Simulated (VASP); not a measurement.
A run of VASP 6.6.1:

INCAR

```
PREC     = Accurate       # precision mode
ENCUT    = 520            # plane-wave cutoff, eV
EDIFF    = 1E-6           # SCF threshold, eV
ISMEAR   = 0              # smearing method
SIGMA    = 0.05           # smearing width, eV
LREAL    = F              # projectors in reciprocal space
LASPH    = T              # aspherical terms in the spheres
NELM     = 60             # most SCF steps
ALGO     = Normal         # electronic algorithm
ISIF     = 2              # what is computed and relaxed
LWAVE    = F              # write WAVECAR
LCHARG   = F              # write CHGCAR
GGA      = PE             # functional
IVDW     = 12             # dispersion correction
NBANDS   = 49             # bands
```

KPOINTS

```
Automatic mesh
0
Gamma
  9 9 2
```

The input POSCAR:

```
SnO2
1.0
   -3.2372529198      0.0000000000      0.0000000000
   -1.6186264599     -2.8035432670      0.0000000000
   -2.9135276278     -1.6821259603     15.6754773976
Sn O
3 6
Direct
    0.4202617651      0.4202617651      0.4106748359
    0.9178705087     -0.0821294913      0.1368824855
   -0.0773469784     -0.0773469784      0.6844671862
    0.5466224015      0.5466224015      0.2000737752
    0.5514049145     -0.4485950855      0.7476584759
    0.0490136580      0.0490136580      0.4738661255
    0.2939011287      0.2939011287      0.6212758966
    0.7915098723     -0.2084901277      0.3474835462
    0.2891186158      0.2891186158      0.0736911959
```

Potentials or basis: VASP PAW PBE potentials, release 64 (Sn_d, O).

Run with:

```sh
$ cat potpaw_PBE.64/Sn_d/POTCAR potpaw_PBE.64/O/POTCAR > POTCAR
$ mpirun -np 1 vasp_std > vasp.out
```

Hardware: 1 thread of Intel(R) Xeon(R) Platinum 8488C (Sapphire Rapids), on a shared host.

Problem. How long does it take, and how much memory?

Solution. It took 5.8 min on 1 thread of Intel(R) Xeon(R) Platinum 8488C (Sapphire Rapids) (shared host), peak memory 0.41 GiB. Counts: scf iterations 15, k points 50.
